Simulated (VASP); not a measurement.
# Mg (P6_3/mmc) in VASP: elastic constants with LDA

Aim: the elastic constants of Mg with LDA.

Program: VASP 6.6.1. These are calculated values, not measurements. Logs are shortened: lines on timing, memory, paths and dates and some standing lists are left out, and cuts for length are marked.

**1. The cell of the first run**

It takes space group P6_3/mmc (No. 194, hexagonal). Conventional cell: a = 3.144 Å, b = 3.144 Å, c = 5.059 Å, α = 90.00°, β = 90.00°, γ = 120.00°. Mg (site symmetry -6m2) has 12 Mg at 3.11 to 3.14 Å within 4.1 Å.

**2. Elastic constants, LDA**

Contents of INCAR:

```
SYSTEM = Mg
PREC = Accurate
ENCUT = 600
EDIFF = 1E-8
ISMEAR = -1
SIGMA = 0.15
LREAL = .FALSE.
LASPH = .TRUE.
NELM = 60
ALGO = Normal
ISIF = 3
LWAVE = .FALSE.
LCHARG = .FALSE.
NBANDS = 9
IBRION = 6
NFREE = 2
POTIM = 0.015
NSW = 1
```

Contents of KPOINTS:

```
regular mesh
0
G
  15 15 8
  0 0 0
```

Contents of POSCAR:

```
Mg
1.0
    3.1440200821      0.0000000000      0.0000000000
   -1.5720100411      2.7228012611      0.0000000000
    0.0000000000      0.0000000000      5.0591023507
Mg
2
Direct
    0.3333333333      0.6666666667      0.2500000000
    0.6666666667      0.3333333333      0.7500000000
```

Potentials or basis: VASP PAW LDA potentials, release 64 (Mg).

On the command line:

```sh
$ cat potpaw_LDA.64/Mg/POTCAR > POTCAR
$ mpirun -np 1 vasp_std > vasp.out
```

OUTCAR:

```text
SYSTEM = Mg
   PREC = Accurate
   ENCUT = 600
   EDIFF = 1E-8
   ISMEAR = -1
   LREAL = .FALSE.
   LASPH = .TRUE.
   NELM = 60
   ISIF = 3
   IBRION = 6
   NFREE = 2
   POTIM = 0.015
   NSW = 1

 ion  position               nearest neighbor table
   1  0.333  0.667  0.250-   2 3.11   2 3.11   2 3.11   2 3.11   2 3.11   2 3.11
   2  0.667  0.333  0.750-   1 3.11   1 3.11   1 3.11   1 3.11   1 3.11   1 3.11

  LATTYP: Found a hexagonal cell.
 ALAT       =     3.1440200821
 C/A-ratio  =     1.6091189683

  Lattice vectors:

 A1 = (   3.1440200821,   0.0000000000,   0.0000000000)
 A2 = (  -1.5720100411,   2.7228012611,   0.0000000000)
 A3 = (   0.0000000000,   0.0000000000,   5.0591023507)

Analysis of symmetry for initial positions (statically):
=====================================================================
 Subroutine PRICEL returns:
 Original cell was already a primitive cell.

 Routine SETGRP: Setting up the symmetry group for a
 hexagonal supercell.

 Subroutine GETGRP returns: Found 24 space group operations
 (whereof 12 operations were pure point group operations)
 out of a pool of 24 trial point group operations.

The static configuration has the point symmetry D_3d.
 The point group associated with its full space group is D_6h.

Analysis of symmetry for dynamics (positions and initial velocities):
=====================================================================
 Subroutine PRICEL returns:
 Original cell was already a primitive cell.

 Routine SETGRP: Setting up the symmetry group for a
 hexagonal supercell.

 Subroutine GETGRP returns: Found 24 space group operations
 (whereof 12 operations were pure point group operations)
 out of a pool of 24 trial point group operations.

The dynamic configuration has the point symmetry D_3d.
 The point group associated with its full space group is D_6h.

 Subroutine INISYM returns: Found 24 space group operations
 (whereof 12 operations are pure point group operations),
 and found     1 'primitive' translations

----------------------------------------------------------------------------------------

                                     Primitive cell

  volume of cell :      43.3087

  direct lattice vectors                    reciprocal lattice vectors
     3.144020082  0.000000000  0.000000000     0.318064126  0.183634409  0.000000000
    -1.572010041  2.722801261  0.000000000     0.000000000  0.367268818  0.000000000
     0.000000000  0.000000000  5.059102351     0.000000000  0.000000000  0.197663524

  length of vectors
     3.144020082  3.144020082  5.059102351     0.367268818  0.367268818  0.197663524

  position of ions in fractional coordinates (direct lattice)
     0.333333333  0.666666667  0.250000000
     0.666666667  0.333333333  0.750000000

  ion indices of the primitive-cell ions
   primitive index   ion index
                 1           1
                 2           2

----------------------------------------------------------------------------------------

 KPOINTS: regular mesh

Automatic generation of k-mesh.
 Grid dimensions read from file:
 generate k-points for:   15   15    8

 Generating k-lattice:

[... 116 lines left out ...]
  --------------------------------------------------------------------------------------
  -------------------------------------------------------------------------------------
  Total       -0.0880411     -0.0880411     -0.0875821      0.0000000     -0.0000000      0.0000000
  in kB       -3.2570253     -3.2570253     -3.2400465      0.0000000     -0.0000000      0.0000000
  external PRESSURE =      -3.2513657 kB  Pullay stress =       0.0000000 kB
[... 89 lines left out ...]
  FREE ENERGIE OF THE ION-ELECTRON SYSTEM (eV)
  ---------------------------------------------------
  free  energy   TOTEN  =        -3.6498478561 eV

  energy  without entropy=       -3.5912340483  energy(sigma->0) =       -3.62054095

[... ionic steps 4 to 14 ...]

--------------------------------------- Ionic step       15  -------------------------------------------

 number of electron       4.0000000 magnetization

------------------------ aborting loop because EDIFF is reached ----------------------------------------
[... 67 lines left out ...]
--------------------------------------- Ionic step       17  -------------------------------------------

 number of electron       4.0000000 magnetization

 Free energy of the ion-electron system (eV)
  ---------------------------------------------------
  ext. energy  EPLUGINS =         0.00000000
  ---------------------------------------------------
  free energy    TOTEN  =        -3.65045644 eV

  energy without entropy =       -3.59181984  energy(sigma->0) =       -3.62113814

 E-fermi :   2.7779     XC(G=0):  -8.8697

 val. band max:        2.7642888872   @ k =   0.3333   0.1333   0.1250
 cond. band min:       2.7856818280   @ k =   0.2667   0.2667   0.2500
 fundamental gap:      0.0213929408
 Fermi energy:         2.7778671573

 k-point     1 :       0.0000    0.0000    0.0000
  band No.  band energies     occupation
      1      -4.3950      2.00000
      2       1.0806      1.99998
      3       1.5908      1.99927
      4      13.9180      0.00000
      5      13.9180      0.00000
      6      14.0587      0.00000
      7      14.0587      0.00000
      8      14.9859      0.00000
      9      16.6004      0.00000
[... 265 lines left out ...]
 k-point    24 :       0.4000    0.2000    0.0000
  band No.  band energies     occupation
      1       1.1027      1.99997
      2       1.1283      1.99997
      3       4.7110      0.00001
      4       6.0720      0.00000
      5       6.4496      0.00000
      6       6.7392      0.00000
      7       8.1850      0.00000
      8      10.0510      0.00000
      9      11.2601      0.00000

 [... further k-points ...]

------------------------ aborting loop because EDIFF is reached ----------------------------------------

  FORCE on cell =-STRESS in cart. coord.  units (eV):
  Direction    XX          YY          ZZ          XY          YZ          ZX
  --------------------------------------------------------------------------------------
  -------------------------------------------------------------------------------------
  Total       -0.0874314     -0.0874314     -0.0859140      0.0000000      0.0000000      0.0000000
  in kB       -3.2344728     -3.2344728     -3.1783356      0.0000000      0.0000000      0.0000000
  external PRESSURE =      -3.2157604 kB  Pullay stress =       0.0000000 kB
[... 17 lines left out ...]
  FREE ENERGIE OF THE ION-ELECTRON SYSTEM (eV)
  ---------------------------------------------------
  free  energy   TOTEN  =        -3.6504564363 eV

  energy  without entropy=       -3.5918198404  energy(sigma->0) =       -3.62113814

 INTERNAL STRAIN TENSORS FROM STRAINED CELLS
 ============================================

 INTERNAL STRAIN TENSOR FOR ION    1 for displacements in x,y,z  (eV/Angst):
          X           Y           Z          XY          YZ          ZX
  --------------------------------------------------------------------------------
  x     0.00000    -0.00000    -0.00000    -0.87468     0.00000     0.00000
  y    -0.86435     0.87758    -0.00000     0.00000    -0.00000    -0.00000
  z     0.00000     0.00000     0.00000    -0.00000     0.00699     0.00000

 INTERNAL STRAIN TENSORS FROM DISPLACED ATOMS
 ============================================

 INTERNAL STRAIN TENSOR FOR ION    1 for displacements in x,y,z  (eV/Angst):
          X           Y           Z          XY          YZ          ZX
  --------------------------------------------------------------------------------
  x     0.00000    -0.00000     0.00000    -0.87272     0.00000     0.00000
  y    -0.87272     0.87272     0.00000    -0.00000     0.00000     0.00000
  z    -0.00000     0.00000     0.00000     0.00000    -0.00000    -0.00000

 INTERNAL STRAIN TENSOR FOR ION    2 for displacements in x,y,z  (eV/Angst):
          X           Y           Z          XY          YZ          ZX
  --------------------------------------------------------------------------------
  x    -0.00000     0.00000     0.00000     0.87272     0.00000     0.00000
  y     0.87272    -0.87272    -0.00000     0.00000     0.00000     0.00000
  z     0.00000    -0.00000    -0.00000     0.00000     0.00000     0.00000

 Eigenvectors and eigenvalues of the dynamical matrix
 ----------------------------------------------------

   1 f  =    7.787549 THz    48.930616 2PiTHz  259.764688 cm-1    32.206702 meV
             X         Y         Z           dx          dy          dz
     -0.000000  1.815201  1.264776    -0.000000    0.000000    0.707107
      1.572010  0.907600  3.794327     0.000000    0.000000   -0.707107
[... 16 lines left out ...]
   5 f  =    0.000000 THz     0.000000 2PiTHz    0.000000 cm-1     0.000000 meV
             X         Y         Z           dx          dy          dz
     -0.000000  1.815201  1.264776    -0.000000    0.000000    0.707107
      1.572010  0.907600  3.794327     0.000000    0.000000    0.707107

   6 f/i=    0.000000 THz     0.000000 2PiTHz    0.000002 cm-1     0.000000 meV
             X         Y         Z           dx          dy          dz
     -0.000000  1.815201  1.264776    -0.036999    0.706138    0.000000
      1.572010  0.907600  3.794327    -0.036999    0.706138    0.000000

--------------------------------------------------------------------------------------------------------

 ELASTIC MODULI CONTR FROM IONIC RELAXATION (kBar)
 Direction    XX          YY          ZZ          XY          YZ          ZX
 --------------------------------------------------------------------------------
 XX         -36.5143     36.5143      0.0000      0.0000      0.0000      0.0000
 YY          36.5143    -36.5143     -0.0000      0.0000     -0.0000     -0.0000
 ZZ           0.0000     -0.0000     -0.0000      0.0000      0.0000      0.0000
 XY           0.0000      0.0000      0.0000    -36.5143     -0.0000     -0.0000
 YZ           0.0000     -0.0000      0.0000     -0.0000     -0.0000     -0.0000
 ZX           0.0000     -0.0000      0.0000     -0.0000     -0.0000     -0.0000
 --------------------------------------------------------------------------------

 TOTAL ELASTIC MODULI (kBar)
 Direction    XX          YY          ZZ          XY          YZ          ZX
 --------------------------------------------------------------------------------
 XX         685.1116    283.1500    220.6123     -0.0000      0.0000      0.0000
 YY         283.1500    685.1116    220.6123     -0.0000      0.0000     -0.0000
 ZZ         220.6123    220.6123    749.9237     -0.0000      0.0000      0.0000
 XY          -0.0000     -0.0000     -0.0000    200.9808     -0.0000      0.0000
 YZ          -0.0000      0.0000      0.0000      0.0000    198.8259     -0.0000
 ZX          -0.0000     -0.0000      0.0000      0.0000     -0.0000    198.8259
 --------------------------------------------------------------------------------
```

Run time: 24 min. Hardware: 1 thread of Oxide Virtual Turin-like, shared host; peak memory 0.51 GiB.

What came out:

```
Voigt bulk modulus            : 40 GPa
Highest phonon frequency at Γ : 260 cm⁻¹
```

Phonon frequencies in cm⁻¹ (negative: imaginary):
```
              q point        frequencies
(0.000, 0.000, 0.000)  0 0 0 131 131 260
```

Elastic tensor in Voigt notation (GPa, in the Cartesian axes of the cell as first typed):
```
69 28 22  0  0  0
28 69 22  0  0  0
22 22 75  0  0  0
 0  0  0 20  0  0
 0  0  0  0 20  0
 0  0  0  0  0 20
```

Clamped-ion elastic tensor (GPa):
```
72 25 22  0  0  0
25 72 22  0  0  0
22 22 75  0  0  0
 0  0  0 20  0  0
 0  0  0  0 20  0
 0  0  0  0  0 24
```
